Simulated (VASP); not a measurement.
HfO2:

```xyz
3
Lattice="0.0000 2.5053 2.5053 2.5053 0.0000 2.5053 2.5053 2.5053 0.0000" Properties=species:S:1:pos:R:3 pbc="T T T"
Hf    0.0000    0.0000    0.0000
O     3.7579    3.7579    3.7579
O     1.2526    1.2526    1.2526
```

Base run:

* Program: VASP 6.6.1
* Functional: PBEsol
* Potentials or basis: VASP PAW PBE potentials, release 64 (Hf_pv, O)
* Cutoff: 520 eV
* k mesh: 9 × 9 × 9
* Occupations: fermi-dirac, width 0.05 eV
* Spin: no spin polarisation

Its results: band gap on the k mesh 3.88 eV, indirect (least direct gap 4.01 eV); pressure 1.6 GPa.

Problem. The run is repeated on the same cell with these changes: functional from PBEsol to RPBE. What comes out?

Solution. Band gap on the k mesh 4.09 eV, indirect (least direct gap 4.24 eV); pressure 15.3 GPa.

RPBE binds less tightly than PBEsol, so the same cell stands under more pressure.

Caveats: the PAW data sets were made with another functional, which shifts forces and pressure a little; spin-orbit coupling is left out, which moves the levels of the heavy elements.

A k mesh can miss the band edges.
